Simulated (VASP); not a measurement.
# Zn (Im-3m) in VASP: further runs

The runs below take Zn through single point, with LDA.

Program: VASP 6.6.1. These are calculated values, not measurements. Logs are shortened: lines on timing, memory, paths and dates and some standing lists are left out, and cuts for length are marked.

### Step 1. The cell of the first run

It takes space group Im-3m (No. 229, cubic). Conventional cell: a = 3.064 Å, b = 3.064 Å, c = 3.064 Å, α = 90.00°, β = 90.00°, γ = 90.00°. Zn (site symmetry m-3m) has 14 Zn at 2.65 to 3.06 Å within 3.5 Å.

### Step 2. Single point, LDA

Input file INCAR:

```
PREC = Accurate
ENCUT = 520
EDIFF = 1E-7
ISMEAR = 0
SIGMA = 0.15
LREAL = F
LASPH = T
NELM = 60
ALGO = Normal
ISIF = 2
LWAVE = F
LCHARG = F
NBANDS = 12
```

Input file KPOINTS:

```
regular mesh
0
Gamma
  22 22 22
```

Input file POSCAR:

```
Zn
1.0
   -1.5319444996      1.5319444996      1.5319444996
    1.5319444996     -1.5319444996      1.5319444996
    1.5319444996      1.5319444996     -1.5319444996
Zn
1
Direct
    0.0000000000      0.0000000000      0.0000000000
```

Potentials or basis: VASP PAW LDA potentials, release 64 (Zn).

Run with:

```bash
$ cat potpaw_LDA.64/Zn/POTCAR > POTCAR
$ mpirun -np 1 vasp_std > vasp.out
```

OUTCAR:

```text
PREC = Accurate
   ENCUT = 520
   EDIFF = 1E-7
   ISMEAR = 0
   LREAL = F
   LASPH = T
   NELM = 60
   ISIF = 2

 ion  position               nearest neighbor table
   1  0.000  0.000  0.000-

  LATTYP: Found a body centered cubic cell.
 ALAT       =     3.0638889992

  Lattice vectors:

 A1 = (  -1.5319444996,   1.5319444996,   1.5319444996)
 A2 = (   1.5319444996,  -1.5319444996,   1.5319444996)
 A3 = (   1.5319444996,   1.5319444996,  -1.5319444996)

Analysis of symmetry for initial positions (statically):
=====================================================================
 Subroutine PRICEL returns:
 Original cell was already a primitive cell.

 Routine SETGRP: Setting up the symmetry group for a
 body centered cubic supercell.

 Subroutine GETGRP returns: Found 48 space group operations
 (whereof 48 operations were pure point group operations)
 out of a pool of 48 trial point group operations.

The static configuration has the point symmetry O_h .

Analysis of symmetry for dynamics (positions and initial velocities):
=====================================================================
 Subroutine PRICEL returns:
 Original cell was already a primitive cell.

 Routine SETGRP: Setting up the symmetry group for a
 body centered cubic supercell.

 Subroutine GETGRP returns: Found 48 space group operations
 (whereof 48 operations were pure point group operations)
 out of a pool of 48 trial point group operations.

The dynamic configuration has the point symmetry O_h .

 Subroutine INISYM returns: Found 48 space group operations
 (whereof 48 operations are pure point group operations),
 and found     1 'primitive' translations

----------------------------------------------------------------------------------------

                                     Primitive cell

  volume of cell :      14.3810

  direct lattice vectors                    reciprocal lattice vectors
    -1.531944500  1.531944500  1.531944500     0.000000000  0.326382581  0.326382581
     1.531944500 -1.531944500  1.531944500     0.326382581  0.000000000  0.326382581
     1.531944500  1.531944500 -1.531944500     0.326382581  0.326382581  0.000000000

  length of vectors
     2.653405708  2.653405708  2.653405708     0.461574673  0.461574673  0.461574673

  position of ions in fractional coordinates (direct lattice)
     0.000000000  0.000000000  0.000000000

  ion indices of the primitive-cell ions
   primitive index   ion index
                 1           1

[... 72 lines left out ...]
   LREAL  =      F    real-space projection
   EDIFFG = 0.1E-05   stopping-criterion for IOM
   NSW    =      0    number of steps for IOM
   IBRION =     -1    ionic relax: 0-MD 1-quasi-New 2-CG
   NFREE  =      0    steps in history (QN), initial steepest desc. (CG)
   ISIF   =      2    stress and relaxation
   ISYM   =      2    0-nonsym 1-usesym 2-fastsym
   POTIM  = 0.5000    time-step for ionic-motion
   TEBEG  =    0.0;   TEEND  =   0.0 temperature during run
   PSTRESS=    0.0 pullay stress
   NELECT =      12.0000    total number of electrons
   NUPDOWN=      -1.0000    fix difference up-down
   EMIN   =  10.00;   EMAX   =-10.00  energy-range for DOS
   EFERMI =   0.00;   METHOD = LEGACY
   ISMEAR =     0;   SIGMA  =   0.15  broadening in eV -4-tet -1-fermi 0-gaus
   EFERMI_NEDOS =   21; number of points for ismear=-14 and -15
   IALGO  =     38    algorithm
   IMIX   =      4    mixing-type and parameters
     AMIX     =   0.40;   BMIX     =  1.00
     AMIX_MAG =   1.60;   BMIX_MAG =  1.00
  volume/ion in A,a.u.               =      14.38        97.05
  Fermi-wavevector in a.u.,A,eV,Ry     =   1.541247  2.912534 32.319851  2.375442
  Thomas-Fermi vector in A             =   2.647220
   LORBIT       =      0    0 simple, 1 ext, 2 COOP (PROOUT), +10 PAW based schemes
   GGA     = CA    functional components
   LHFCALC =     F    Hartree Fock is set to
   AEXX    =    0.0000 exact exchange contribution
   IVDW    =     0    specifies the selected vdW correction
   LEPSILON=     F    determine dielectric tensor
   LRPA    =     F    only Hartree local field effects (RPA)
 non-spin polarized calculation
 Gauss-broadening in eV      SIGMA  =   0.15
  energy-cutoff  :      520.00
  volume of cell :       14.38
 maximum number of plane-waves:       400
   NGX =  9   NGY =  9   NGZ =  9

 number of electron      11.9999990 magnetization

 Free energy of the ion-electron system (eV)
  ---------------------------------------------------
  ext. energy  EPLUGINS =         0.00000000
  ---------------------------------------------------
  free energy    TOTEN  =        -1.76974475 eV

  energy without entropy =       -1.76566144  energy(sigma->0) =       -1.76770309

 E-fermi :   3.4655     XC(G=0): -12.2006

 val. band max:        3.4499032908   @ k =  -0.4091  -0.4091   0.1364
 cond. band min:       3.4666198128   @ k =   0.3636   0.2273   0.0455
 fundamental gap:      0.0167165220
 Fermi energy:         3.4655487984

 k-point     1 :       0.0000    0.0000    0.0000
  band No.  band energies     occupation
      1      -7.5400      2.00000
      2      -4.6514      2.00000
      3      -4.6514      2.00000
      4      -4.6514      2.00000
      5      -4.0792      2.00000
      6      -4.0792      2.00000
      7      23.3280      0.00000
      8      23.3280      0.00000
      9      23.3280      0.00000
     10      24.8643      0.00000
     11      24.8643      0.00000
     12      24.8643      0.00000
[... 331 lines left out ...]
 k-point    24 :       0.1364    0.0909   -0.0000
  band No.  band energies     occupation
      1      -6.3103      2.00000
      2      -4.7379      2.00000
      3      -4.6735      2.00000
      4      -4.2980      2.00000
      5      -4.1679      2.00000
      6      -4.0525      2.00000
      7      15.3422      0.00000
      8      16.7026      0.00000
      9      19.1820      0.00000
     10      22.9134      0.00000
     11      23.9506      0.00000
     12      25.4456      0.00000

 [... further k-points ...]
[... 5 lines left out ...]
  --------------------------------------------------------------------------------------
  -------------------------------------------------------------------------------------
  Total       -0.3118858     -0.3118858     -0.3118858      0.0000000      0.0000000     -0.0000000
  in kB      -34.7469880    -34.7469880    -34.7469880      0.0000000      0.0000000     -0.0000000
  external PRESSURE =     -34.7469880 kB  Pullay stress =       0.0000000 kB

 VOLUME and BASIS-vectors are now :
 -----------------------------------------------------------------------------
  energy-cutoff  :      520.00
  volume of cell :       14.38
      direct lattice vectors                 reciprocal lattice vectors
    -1.531944500  1.531944500  1.531944500     0.000000000  0.326382581  0.326382581
     1.531944500 -1.531944500  1.531944500     0.326382581  0.000000000  0.326382581
     1.531944500  1.531944500 -1.531944500     0.326382581  0.326382581  0.000000000

 POSITION                                       TOTAL-FORCE (eV/Angst)
 -----------------------------------------------------------------------------------
      0.00000      0.00000      0.00000        -0.000000      0.000000      0.000000
 -----------------------------------------------------------------------------------
    total drift:                                0.000000     -0.000000      0.000000

  FREE ENERGIE OF THE ION-ELECTRON SYSTEM (eV)
  ---------------------------------------------------
  free  energy   TOTEN  =        -1.7697447536 eV

  energy  without entropy=       -1.7656614354  energy(sigma->0) =       -1.76770309
```

stdout:

```text
POSCAR found type information on POSCAR Zn
 POSCAR found :  1 types and       1 ions
 scaLAPACK will be used
 LDA part: xc-table for (Slater(with rela. corr.)+CA(PZ))
 , standard interpolation
 POSCAR, INCAR and KPOINTS ok, starting setup
 FFT: planning ... GRIDC
 FFT: planning ... GRID_SOFT
 FFT: planning ... GRID
 WAVECAR not read
 entering main loop
```

Wall time 36 s (1 thread of Intel Xeon Platinum 8259CL at 2.50GHz (Skylake/Cascade Lake), shared host); peak memory 0.16 GiB.

Results:

```
Free energy            : -1.7697 eV
Pressure               : -3.5 GPa
Band gap on the k mesh : zero (band 6 reaches 7.64 eV, above the bottom of band 7 at 2.47 eV)
```

Levels at points of the mesh, in eV from the Fermi level:
```
           k point  band 2  band 3  band 4  band 5  band 6  band 7  band 8  band 9  band 10  band 11
(0.00, 0.00, 0.00)   -8.12   -8.12   -8.12   -7.54   -7.54   19.86   19.86   19.86    21.40    21.40
(0.50, 0.00, 0.00)   -8.46   -7.58   -7.51   -7.17   -3.00   -0.99   11.66   13.07    15.87    17.55
(0.50, 0.50, 0.50)   -8.75   -7.26   -7.26   -7.26    4.18    4.18    4.18    8.06     8.88     8.88
```

### Step 3. Single point, LDA

This run uses another cell than the first one, of 14.74 Å³/atom, 1.025 times its volume.

Input file INCAR:

```
PREC = Accurate ; ENCUT = 520
EDIFF = 1E-6 ; ISMEAR = 0
SIGMA = 0.15 ; LREAL = False
LASPH = True ; NELM = 80
ALGO = Normal ; ISIF = 2
LWAVE = False ; LCHARG = False
GGA = CA ; NBANDS = 12
```

Input file KPOINTS:

```
Automatic mesh
0
Gamma
  22 22 22
```

Input file POSCAR:

```
Zn
1.0
   -1.5447620626      1.5447620626      1.5447620626
    1.5447620626     -1.5447620626      1.5447620626
    1.5447620626      1.5447620626     -1.5447620626
Zn
1
Direct
    0.0000000000      0.0000000000      0.0000000000
```

Potentials or basis: VASP PAW LDA potentials, release 64 (Zn).

Run with:

```bash
$ cat potpaw_LDA.64/Zn/POTCAR > POTCAR
$ mpirun -np 1 vasp_std > vasp.out
```

Run time: 33 s. Hardware: 1 thread of Intel Xeon Platinum 8259CL at 2.50GHz (Skylake/Cascade Lake), shared host; peak memory 0.16 GiB.

The run converged. Its results:

```
Free energy            : -1.7599 eV
Pressure               : -5.1 GPa
Band gap on the k mesh : zero (band 6 reaches 7.41 eV, above the bottom of band 7 at 2.23 eV)
```

Levels at points of the mesh, in eV from the Fermi level:
```tsv
k point	band 4	band 5	band 6	band 7	band 8	band 9
(0.00, 0.00, 0.00)	-8.02	-7.47	-7.47	19.45	19.45	19.45
(0.50, 0.00, 0.00)	-7.43	-7.11	-2.87	-1.02	11.47	12.92
(0.50, 0.50, 0.50)	-7.20	-7.20	4.16	4.16	4.16	7.77
```
